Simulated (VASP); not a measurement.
Set up this calculation in VASP 6.6.1, as the native input.

* Task: single point
* Functional: LDA
* Potentials or basis: VASP PAW LDA potentials, release 64 (Ta_pv, Bi_d)
* Cutoff: 520 eV
* k mesh: 11 × 11 × 11
* Occupations: fermi-dirac, width 0.08 eV
* Spin: no spin polarisation
* Dipole correction: no
* Further INCAR settings: ALGO = Normal; EDIFF = 1e-06; NBANDS = 20

The structure of TaBi (rocksalt type) lies in POSCAR:

```
TaBi
1.0
    0.0000000000      2.1845178549      2.1845178549
    2.1845178549      0.0000000000      2.1845178549
    2.1845178549      2.1845178549      0.0000000000
Ta Bi
1 1
Direct
    0.0000000000      0.0000000000      0.0000000000
    0.5000000000      0.5000000000      0.5000000000
```

This cell differs from its parent crystal: volume scaled by 0.45.

One way to write it, as run:

INCAR

```
SYSTEM = TaBi
PREC = Accurate
ENCUT = 520
EDIFF = 1E-6
ISMEAR = -1
SIGMA = 0.08
LREAL = .FALSE.
LASPH = .TRUE.
NELM = 100
ALGO = Normal
ISIF = 2
LWAVE = .FALSE.
LCHARG = .FALSE.
GGA = CA
NBANDS = 20
```

KPOINTS

```
regular mesh
0
G
  11 11 11
  0 0 0
```

Potentials or basis: VASP PAW LDA potentials, release 64 (Ta_pv, Bi_d).

The run is started by

```sh
$ cat potpaw_LDA.64/Ta_pv/POTCAR potpaw_LDA.64/Bi_d/POTCAR > POTCAR
$ mpirun -np 1 vasp_std > vasp.out
```

Results of the run:

The pressure is 552.4 GPa. The band gap on the k mesh is zero (band 13 reaches 23.18 eV, above the bottom of band 14 at 20.52 eV).

Caveat: spin-orbit coupling is left out, which moves the levels of the heavy elements.

It took 6.1 s on 1 thread of Intel(R) Xeon(R) 6975P-C (Granite Rapids) (shared host), peak memory 0.14 GiB.
